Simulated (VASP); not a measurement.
Here is a VASP 6.6.1 calculation.

INCAR

```
PREC = Accurate
ENCUT = 600
EDIFF = 1E-6
ISMEAR = 0
SIGMA = 0.05
LREAL = False
LASPH = True
NELM = 120
ALGO = Normal
ISIF = 2
LWAVE = False
LCHARG = False
GGA = PE
IVDW = 12
NBANDS = 19
GGA_COMPAT = False
```

The input KPOINTS:

```
regular mesh
0
Gamma
  6 6 6
```

POSCAR

```
BaF2
1.0
    0.0000000000      3.1247345180      3.1247345180
    3.1247345180      0.0000000000      3.1247345180
    3.1247345180      3.1247345180      0.0000000000
Ba F
1 2
Direct
    0.0000000000      0.0000000000      0.0000000000
    0.2500000000      0.2500000000      0.2500000000
    0.7500000000      0.7500000000      0.7500000000
```

Potentials or basis: VASP PAW PBE potentials, release 64 (Ba_sv, F).

Launch:

```bash
$ cat potpaw_PBE.64/Ba_sv/POTCAR potpaw_PBE.64/F/POTCAR > POTCAR
$ mpirun -np 1 vasp_std > vasp.out
```

Task: Estimate the band gap on the k mesh.

Result: 6.67 eV, indirect (least direct gap 6.73 eV).

Task: Predict the pressure.

Result: -0.2 GPa.

Task: What does it give for the dispersion energy per atom?

Result: -0.131 eV.

Caveat: three body term missing; spin-orbit coupling is left out, which moves the levels of the heavy elements. A k mesh can miss the band edges.
